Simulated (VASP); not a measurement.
Set up this calculation in VASP 6.6.1, as the native input.

| Quantity | Value |
| --- | --- |
| Task | single point |
| Functional | BLYP |
| Potentials or basis | VASP PAW PBE potentials, release 64 (Ir_sv_GW) |
| Cutoff | 500 eV |
| k mesh | 22 × 22 × 22 |
| Occupations | fermi-dirac, width 0.1 eV |
| Spin | no spin polarisation |
| Dipole correction | no |
| Second run | valence_matched |
| Further INCAR settings | ALGO = Normal; EDIFF = 1e-06; NBANDS = 14 |

The structure of Ir lies in POSCAR:

```
Ir
1.0
    0.0000000000      2.0200037829      2.0200037829
    2.0200037829      0.0000000000      2.0200037829
    2.0200037829      2.0200037829      0.0000000000
Ir
1
Direct
    0.0000000000      0.0000000000      0.0000000000
```

This cell differs from its parent crystal: volume scaled by 1.08.

The input as run:

INCAR

```
SYSTEM = Ir
PREC = Accurate
ENCUT = 500
EDIFF = 1E-6
ISMEAR = -1
SIGMA = 0.1
LREAL = .FALSE.
LASPH = .TRUE.
NELM = 120
ALGO = Normal
ISIF = 2
LWAVE = .FALSE.
LCHARG = .FALSE.
GGA = B5
ALDAX = 1.0
AGGAX = 1.0
AGGAC = 1.0
ALDAC = 0.0
NBANDS = 14
GGA_COMPAT = .FALSE.
```

KPOINTS

```
Automatic mesh
0
G
  22 22 22
  0 0 0
```

Potentials or basis: VASP PAW PBE potentials, release 64 (Ir_sv_GW).

Command:

```bash
$ cat potpaw_PBE.64/Ir_sv_GW/POTCAR > POTCAR
$ mpirun -np 1 vasp_std > vasp.out
```

Results of the run:

| Item | Value |
| --- | --- |
| Pressure | -19.8 GPa |

Caveat: the PAW data sets were made with another functional, which shifts forces and pressure a little.

Wall time 34 s on 1 thread of Intel(R) Xeon(R) Platinum 8375C CPU @ 2.90GHz (Ice Lake), on a shared host, peak memory 0.2 GiB.
